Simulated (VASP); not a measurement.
# CaMg12 in VASP: notebook

The runs below take CaMg12 through single point, with PBE.

Program: VASP 6.6.1. These are calculated values, not measurements. Logs are shortened: lines on timing, memory, paths and dates and some standing lists are left out, and cuts for length are marked.

## (1) The cell of the first run

The cell holds a slab with vacuum, 13 atoms: a = 6.420 Å, b = 6.420 Å, c = 18.213 Å, α = 90.00°, β = 90.00°, γ = 60.00°.

## (2) Single point, PBE

Contents of INCAR:

```
SYSTEM = CaMg12
ALGO = Normal ; EDIFF = 1E-7
ENCUT = 520 ; GGA = PE
ISIF = 2 ; ISMEAR = 0
LASPH = .TRUE. ; LCHARG = .FALSE.
LREAL = .FALSE. ; LWAVE = .FALSE.
NBANDS = 29 ; NELM = 100
PREC = Accurate ; SIGMA = 0.15
```

Contents of KPOINTS:

```
k-points
0
G
  5 5 1
  0 0 0
```

Contents of POSCAR:

```
CaMg12
1.0
    6.4200000000      0.0000000000      0.0000000000
    3.2100000000      5.5598830000      0.0000000000
    0.0000000000      0.0000000000     18.2130400000
Mg Ca
12 1
Direct
    0.0000000000      0.0000000000      0.0549057159
    0.5000000000      0.0000000000      0.0549057159
   -0.0000000450      0.5000000899      0.0549057159
    0.4999999550      0.5000000899      0.0549057159
   -0.1699367424      0.3370585316      0.2018341254
    0.3328735025      0.3373648330      0.2014038842
   -0.1652974128      0.8305262899      0.1973298801
    0.3333440577      0.8324975544      0.1986352635
   -0.0039591053     -0.0040344374      0.3376057484
    0.5103428308     -0.0043772504      0.3360253423
    0.0019515989      0.4967550576      0.3511652091
    0.4982352173      0.5036114969      0.3618792909
    0.2292442396      1.0573479694      0.4867972617
```

Potentials or basis: VASP PAW PBE potentials, release 64 (Mg, Ca_sv).

On the command line:

```console
$ cat potpaw_PBE.64/Mg/POTCAR potpaw_PBE.64/Ca_sv/POTCAR > POTCAR
$ mpirun -np 1 vasp_std > vasp.out
```

OUTCAR:

```text
SYSTEM = CaMg12
   EDIFF = 1E-7
   ENCUT = 520
   GGA = PE
   ISIF = 2
   ISMEAR = 0
   LASPH = .TRUE.
   LREAL = .FALSE.
   NELM = 100
   PREC = Accurate

 ion  position               nearest neighbor table
   1  0.000  0.000  0.055-   7 3.19   8 3.21   4 3.21   3 3.21   2 3.21   2 3.21   3 3.21   4 3.21
                             5 3.27
   2  0.500  0.000  0.055-   7 3.19   3 3.21   4 3.21   1 3.21   1 3.21   4 3.21   3 3.21   8 3.21
                             6 3.26
   3  1.000  0.500  0.055-   7 3.18   2 3.21   1 3.21   4 3.21   4 3.21   1 3.21   2 3.21   6 3.25
                             5 3.25
   4  0.500  0.500  0.055-   8 3.20   1 3.21   2 3.21   3 3.21   3 3.21   2 3.21   1 3.21   6 3.24
                             5 3.24
   5  0.830  0.337  0.202-   9 3.12   7 3.18   8 3.19   6 3.19   6 3.23   8 3.24   7 3.24   4 3.24
                             3 3.25   1 3.27  11 3.29  12 3.45
   6  0.333  0.337  0.201-  10 3.10   8 3.18   7 3.18   5 3.19   5 3.23   4 3.24   7 3.24   8 3.24
                             3 3.25   2 3.26  11 3.29  12 3.46
   7  0.835  0.831  0.197-  10 3.10   9 3.14   3 3.18   6 3.18   5 3.18   2 3.19   1 3.19   8 3.21
                             8 3.21   5 3.24   6 3.24  11 3.36
   8  0.333  0.832  0.199-  10 3.14   9 3.15   6 3.18   5 3.19   4 3.20   1 3.21   7 3.21   2 3.21
                             7 3.21   5 3.24   6 3.24  12 3.49
   9  0.996  0.996  0.338-   5 3.12  10 3.12   7 3.14   8 3.15  11 3.20  13 3.22  12 3.22  11 3.24
                            12 3.26  10 3.30
  10  0.510  0.996  0.336-   6 3.10   7 3.10   9 3.12   8 3.14  11 3.19  13 3.20  12 3.23  11 3.25
                            12 3.26   9 3.30
  11  0.002  0.497  0.351-  10 3.19   9 3.20  12 3.21  12 3.22   9 3.24  10 3.25   5 3.29   6 3.29
                             7 3.36
  12  0.498  0.504  0.362-  11 3.21  11 3.22   9 3.22  10 3.23  10 3.26   9 3.26   5 3.45   6 3.46
                             8 3.49
  13  0.229  0.057  0.487-  10 3.20   9 3.22

  LATTYP: Found a hexagonal cell.
 ALAT       =     6.4199999201
 C/A-ratio  =     2.8369221537

  Lattice vectors:

 A1 = (  -3.2100000000,  -5.5598830000,   0.0000000000)
 A2 = (   6.4200000000,   0.0000000000,   0.0000000000)
 A3 = (   0.0000000000,   0.0000000000,  18.2130400000)

Analysis of symmetry for initial positions (statically):
=====================================================================
 Subroutine PRICEL returns:
 Original cell was already a primitive cell.

 Routine SETGRP: Setting up the symmetry group for a
 hexagonal supercell.

 Subroutine GETGRP returns: Found  1 space group operations
 (whereof  1 operations were pure point group operations)
 out of a pool of 24 trial point group operations.

The static configuration has the point symmetry C_1 .

Analysis of symmetry for dynamics (positions and initial velocities):
=====================================================================
 Subroutine PRICEL returns:
 Original cell was already a primitive cell.

 Routine SETGRP: Setting up the symmetry group for a
 hexagonal supercell.

 Subroutine GETGRP returns: Found  1 space group operations
 (whereof  1 operations were pure point group operations)
 out of a pool of 24 trial point group operations.

The dynamic configuration has the point symmetry C_1 .

 Subroutine INISYM returns: Found  1 space group operations
 (whereof  1 operations are pure point group operations),
 and found     1 'primitive' translations

----------------------------------------------------------------------------------------

                                     Primitive cell

  volume of cell :     650.1044

  direct lattice vectors                    reciprocal lattice vectors
     6.420000000  0.000000000  0.000000000     0.155763240 -0.089929950  0.000000000
     3.210000000  5.559883000  0.000000000     0.000000000  0.179859900  0.000000000
     0.000000000  0.000000000 18.213040000     0.000000000  0.000000000  0.054905716

  length of vectors
     6.420000000  6.419999920 18.213040000     0.179859898  0.179859900  0.054905716

  position of ions in fractional coordinates (direct lattice)
     0.000000000  0.000000000  0.054905716
     0.500000000  0.000000000  0.054905716
     0.999999955  0.500000090  0.054905716
     0.499999955  0.500000090  0.054905716
     0.830063258  0.337058532  0.201834125
     0.332873502  0.337364833  0.201403884
     0.834702587  0.830526290  0.197329880
     0.333344058  0.832497554  0.198635264
     0.996040895  0.995965563  0.337605748
     0.510342831  0.995622750  0.336025342
     0.001951599  0.496755058  0.351165209
     0.498235217  0.503611497  0.361879291
     0.229244240  0.057347969  0.486797262

  ion indices of the primitive-cell ions
   primitive index   ion index
                 1           1
                 2           2
                 3           3
                 4           4
                 5           5
                 6           6
                 7           7
                 8           8
                 9           9
                10          10
                11          11
                12          12
                13          13

----------------------------------------------------------------------------------------

 KPOINTS: k-points

Automatic generation of k-mesh.
 Grid dimensions read from file:
 generate k-points for:    5    5    1

 Generating k-lattice:

  Cartesian coordinates                     Fractional coordinates (reciprocal lattice)
     0.031152648 -0.017985990  0.000000000     0.200000000  0.000000000  0.000000000
     0.000000000  0.035971980  0.000000000     0.000000000  0.200000000  0.000000000
     0.000000000  0.000000000  0.054905716     0.000000000  0.000000000  1.000000000

  Length of vectors
     0.035971980  0.035971980  0.054905716

  Shift w.r.t. Gamma in fractional coordinates (k-lattice)
     0.000000000  0.000000000  0.000000000

 Subroutine IBZKPT returns following result:
 ===========================================

 Found     13 irreducible k-points:

 Following reciprocal coordinates:
            Coordinates               Weight
  0.000000  0.000000  0.000000      1.000000
  0.200000 -0.000000  0.000000      2.000000
  0.200000  0.200000  0.000000      2.000000
  0.000000  0.200000  0.000000      2.000000
  0.400000 -0.000000  0.000000      2.000000
  0.400000  0.400000  0.000000      2.000000
  0.000000  0.400000  0.000000      2.000000
  0.400000  0.200000  0.000000      2.000000
  0.200000  0.400000  0.000000      2.000000
 -0.200000  0.200000  0.000000      2.000000
 -0.400000  0.200000  0.000000      2.000000
  0.400000 -0.400000  0.000000      2.000000
 -0.200000  0.400000  0.000000      2.000000
   k-points           NKPTS =     13   k-points in BZ     NKDIM =     13   number of bands    NBANDS=     29
   number of dos      NEDOS =    301   number of ions     NIONS =     13
   total plane-waves  NPLWV = 322560
   dimension x,y,z NGX =    48 NGY =   48 NGZ =  140
   dimension x,y,z NGXF=    96 NGYF=   96 NGZF=  280
   ions per type =              12   1
   NGX,Y,Z   is equivalent  to a cutoff of  12.43, 12.43, 12.78 a.u.
   NGXF,Y,Z  is equivalent  to a cutoff of  24.86, 24.86, 25.56 a.u.
 SYSTEM =  CaMg12
   PREC   = accura    normal or accurate (medium, high low for compatibility)
   ISTART =      0    job   : 0-new  1-cont  2-samecut
   ICHARG =      2    charge: 1-file 2-atom 10-const
   ISPIN  =      1    spin polarized calculation?
   LNONCOLLINEAR =      F non collinear calculations
   LSORBIT =      F    spin-orbit coupling
   LASPH  =      T    aspherical Exc in radial PAW
   ENCUT  =  520.0 eV  38.22 Ry    6.18 a.u.  11.94 11.94 33.86*2*pi/ulx,y,z
   NELM   =    100;   NELMIN=  2; NELMDL= -5     # of ELM steps
   EDIFF  = 0.1E-06   stopping-criterion for ELM
   LREAL  =      F    real-space projection
   EDIFFG = 0.1E-05   stopping-criterion for IOM
   NSW    =      0    number of steps for IOM
   IBRION =     -1    ionic relax: 0-MD 1-quasi-New 2-CG
   NFREE  =      0    steps in history (QN), initial steepest desc. (CG)
   ISIF   =      2    stress and relaxation
   ISYM   =      2    0-nonsym 1-usesym 2-fastsym
   POTIM  = 0.5000    time-step for ionic-motion
   TEBEG  =    0.0;   TEEND  =   0.0 temperature during run
   PSTRESS=    0.0 pullay stress
   NELECT =      34.0000    total number of electrons
   NUPDOWN=      -1.0000    fix difference up-down
   EMIN   =  10.00;   EMAX   =-10.00  energy-range for DOS
   EFERMI =   0.00;   METHOD = LEGACY
   ISMEAR =     0;   SIGMA  =   0.15  broadening in eV -4-tet -1-fermi 0-gaus
   EFERMI_NEDOS =   21; number of points for ismear=-14 and -15
   IALGO  =     38    algorithm
   IMIX   =      4    mixing-type and parameters
     AMIX     =   0.40;   BMIX     =  1.00
     AMIX_MAG =   1.60;   BMIX_MAG =  1.00
  volume/ion in A,a.u.               =      50.01       337.47
  Fermi-wavevector in a.u.,A,eV,Ry     =   0.612219  1.156926  5.099627  0.374812
  Thomas-Fermi vector in A             =   1.668427
   LORBIT       =      0    0 simple, 1 ext, 2 COOP (PROOUT), +10 PAW based schemes
   GGA     = PE    functional components
   LHFCALC =     F    Hartree Fock is set to
   AEXX    =    0.0000 exact exchange contribution
   IVDW    =     0    specifies the selected vdW correction
   LEPSILON=     F    determine dielectric tensor
   LRPA    =     F    only Hartree local field effects (RPA)
 non-spin polarized calculation
 Gauss-broadening in eV      SIGMA  =   0.15
  energy-cutoff  :      520.00
  volume of cell :      650.10
 maximum number of plane-waves:     17538
   NGX = 23   NGY = 23   NGZ = 67

 number of electron      33.9999999 magnetization

 Free energy of the ion-electron system (eV)
  ---------------------------------------------------
  ext. energy  EPLUGINS =         0.00000000
  ---------------------------------------------------
  free energy    TOTEN  =       -16.97234368 eV

  energy without entropy =      -16.88702369  energy(sigma->0) =      -16.92968368

 E-fermi :  -0.1683     XC(G=0):  -5.2067

 val. band max:       -0.1794827652   @ k =   0.4000   0.4000   0.0000
 cond. band min:      -0.1563557051   @ k =   0.0000   0.4000   0.0000
 fundamental gap:      0.0231270601
 Fermi energy:        -0.1683472538

 k-point     1 :       0.0000    0.0000    0.0000
  band No.  band energies     occupation
      1     -43.3796      2.00000
      2     -24.3742      2.00000
      3     -24.3475      2.00000
      4     -24.3443      2.00000
      5      -6.5862      2.00000
      6      -5.3846      2.00000
[... 21 lines left out ...]
     28       1.4131      0.00000
     29       1.7837      0.00000

 k-point     2 :       0.2000   -0.0000    0.0000
  band No.  band energies     occupation
      1     -43.3796      2.00000
      2     -24.3742      2.00000
      3     -24.3475      2.00000
      4     -24.3443      2.00000
      5      -6.3919      2.00000
      6      -5.1924      2.00000
[... 21 lines left out ...]
     28       1.5934      0.00000
     29       1.6420      0.00000

 k-point     3 :       0.2000    0.2000    0.0000
  band No.  band energies     occupation
      1     -43.3796      2.00000
      2     -24.3742      2.00000
      3     -24.3475      2.00000
      4     -24.3443      2.00000
      5      -6.3919      2.00000
      6      -5.1924      2.00000
[... 286 lines left out ...]
      5      -5.2519      2.00000
      6      -5.2193      2.00000
[... 21 lines left out ...]
     28       1.7595      0.00000
     29       1.9507      0.00000

 k-point    13 :      -0.2000    0.4000    0.0000
  band No.  band energies     occupation
      1     -43.3796      2.00000
      2     -24.3743      2.00000
      3     -24.3476      2.00000
      4     -24.3443      2.00000
      5      -5.2899      2.00000
      6      -5.1789      2.00000
[... 21 lines left out ...]
     28       1.9066      0.00000
     29       2.0312      0.00000

------------------------ aborting loop because EDIFF is reached ----------------------------------------

  FORCE on cell =-STRESS in cart. coord.  units (eV):
  Direction    XX          YY          ZZ          XY          YZ          ZX
  --------------------------------------------------------------------------------------
  -------------------------------------------------------------------------------------
  Total       -5.1065388     -5.9464199     -0.1257969     -0.0275635     -0.0449240     -0.0124560
  in kB      -12.5850254    -14.6549059     -0.3100255     -0.0679301     -0.1107148     -0.0306977
  external PRESSURE =      -9.1833189 kB  Pullay stress =       0.0000000 kB

 VOLUME and BASIS-vectors are now :
 -----------------------------------------------------------------------------
  energy-cutoff  :      520.00
  volume of cell :      650.10
      direct lattice vectors                 reciprocal lattice vectors
     6.420000000  0.000000000  0.000000000     0.155763240 -0.089929950  0.000000000
     3.210000000  5.559883000  0.000000000     0.000000000  0.179859900  0.000000000
     0.000000000  0.000000000 18.213040000     0.000000000  0.000000000  0.054905716

 POSITION                                       TOTAL-FORCE (eV/Angst)
 -----------------------------------------------------------------------------------
      0.00000      0.00000      1.00000         0.031279      0.033285      0.003563
      3.21000      0.00000      1.00000        -0.032124      0.031041      0.001404
      8.02500      2.77994      1.00000        -0.001805     -0.053210      0.009208
      4.81500      2.77994      1.00000         0.002382     -0.007139      0.004681
      6.41096      1.87401      3.67601         0.003827      0.009234     -0.004707
      3.21999      1.87571      3.66818        -0.009355      0.010654     -0.006582
      8.02478      4.61763      3.59398         0.011064     -0.009887      0.003448
      4.81239      4.62859      3.61775         0.001955      0.000760     -0.002990
      9.59163      5.53745      6.14883        -0.008505     -0.006646     -0.006973
      6.47235      5.53555      6.12004        -0.001575     -0.005140      0.000841
      1.60711      2.76190      6.39579        -0.000427     -0.000541     -0.006159
      4.81526      2.80002      6.59092         0.001416     -0.003581      0.001241
      1.65584      0.31885      8.86606         0.001869      0.001170      0.003025
 -----------------------------------------------------------------------------------
    total drift:                               -0.000017      0.000225     -0.000630

  FREE ENERGIE OF THE ION-ELECTRON SYSTEM (eV)
  ---------------------------------------------------
  free  energy   TOTEN  =       -16.9723436786 eV

  energy  without entropy=      -16.8870236895  energy(sigma->0) =      -16.92968368
```

Wall time 9.7 min (1 thread of Intel Xeon Platinum 8259CL at 2.50GHz (Skylake/Cascade Lake), shared host); peak memory 0.74 GiB.

What came out:

| Item | Value |
| --- | --- |
| Free energy | -16.9723 eV |
| Largest force | 0.054 eV/Å |
| Band gap on the k mesh | zero (bands 17 and 18 overlap by 0.36 eV) |

Forces in eV/Å, atoms in the order of the input:
```
Mg   0.031  0.033  0.004
Mg  -0.032  0.031  0.001
Mg  -0.002 -0.053  0.009
Mg   0.002 -0.007  0.005
Mg   0.004  0.009 -0.005
Mg  -0.009  0.011 -0.007
Mg   0.011 -0.010  0.003
Mg   0.002  0.001 -0.003
Mg  -0.009 -0.007 -0.007
Mg  -0.002 -0.005  0.001
Mg   0.000 -0.001 -0.006
Mg   0.001 -0.004  0.001
Ca   0.002  0.001  0.003
```

Levels at points of the mesh, in eV from the Fermi level:
```
           k point  band 13  band 14  band 15  band 16  band 17  band 18  band 19  band 20  band 21  band 22
(0.00, 0.00, 0.00)    -1.59    -1.49    -0.82    -0.81    -0.74    -0.35    -0.28    -0.21    -0.07     0.85
```

Caveat: there is no dipole correction, which matters where the two faces differ.

## (3) Single point, PBE

Contents of INCAR:

```
SYSTEM = CaMg12
ALGO = Normal ; EDIFF = 1E-6
ENCUT = 520 ; GGA = PE
ISIF = 2 ; ISMEAR = 0
LASPH = .TRUE. ; LCHARG = .TRUE.
LELF = .TRUE. ; LREAL = .FALSE.
LVHAR = .TRUE. ; LWAVE = .FALSE.
NBANDS = 29 ; NELM = 80
PREC = Accurate ; SIGMA = 0.15
```

KPOINTS is that of step 2.

Contents of POSCAR:

```
CaMg12
1.0
    6.4200000000      0.0000000000      0.0000000000
    3.2100000000      5.5598830000      0.0000000000
    0.0000000000      0.0000000000     18.2130400000
Mg Ca
12 1
Direct
    0.0000000000      0.0000000000      0.0549057159
    0.5000000000      0.0000000000      0.0549057159
   -0.0000000450      0.5000000899      0.0549057159
    0.4999999550      0.5000000899      0.0549057159
   -0.1702731081      0.3350854685      0.2022023781
    0.3331511142      0.3356167747      0.1996695225
   -0.1637333286      0.8322274048      0.1975728928
    0.3329810871      0.8311867354      0.1998736070
   -0.0007488530     -0.0006228548      0.3444508989
    0.5112385088     -0.0049533416      0.3344698634
   -0.0014765568      0.5041674438      0.3432307841
    0.4975903166      0.5015844758      0.3648567180
    0.2320144170      1.1424583935      0.4867280805
```

Potentials or basis: VASP PAW PBE potentials, release 64 (Mg, Ca_sv).

On the command line:

```console
$ cat potpaw_PBE.64/Mg/POTCAR potpaw_PBE.64/Ca_sv/POTCAR > POTCAR
$ mpirun -np 1 vasp_std > vasp.out
```

It took 7.5 min on 1 thread of Intel Xeon Platinum 8259CL at 2.50GHz (Skylake/Cascade Lake), shared host; peak memory 0.76 GiB.

The run converged. Its results:

```
Free energy            : -16.9726 eV
Largest force          : 0.052 eV/Å
Band gap on the k mesh : zero (bands 17 and 18 overlap by 0.33 eV)
```

Forces in eV/Å, atoms in the order of the input:
```
Mg   0.038  0.035  0.010
Mg  -0.034  0.019  0.002
Mg  -0.011 -0.049  0.010
Mg   0.008 -0.004  0.001
Mg   0.001  0.000 -0.005
Mg  -0.003  0.010 -0.010
Mg   0.012 -0.006 -0.008
Mg  -0.007 -0.002 -0.005
Mg  -0.003 -0.002 -0.001
Mg  -0.002 -0.002  0.009
Mg  -0.001  0.002 -0.005
Mg   0.001  0.000  0.003
Ca   0.002 -0.002 -0.001
```

Levels at points of the mesh, in eV from the Fermi level:
```
           k point  band 15  band 16  band 17  band 18  band 19  band 20
(0.00, 0.00, 0.00)    -0.82    -0.80    -0.75    -0.33    -0.27    -0.23
```

Caveat: there is no dipole correction, which matters where the two faces differ.

(Continued in part 2 of 2.)

The gap in the log of VASP goes by the Fermi energy; the results here count the filled bands.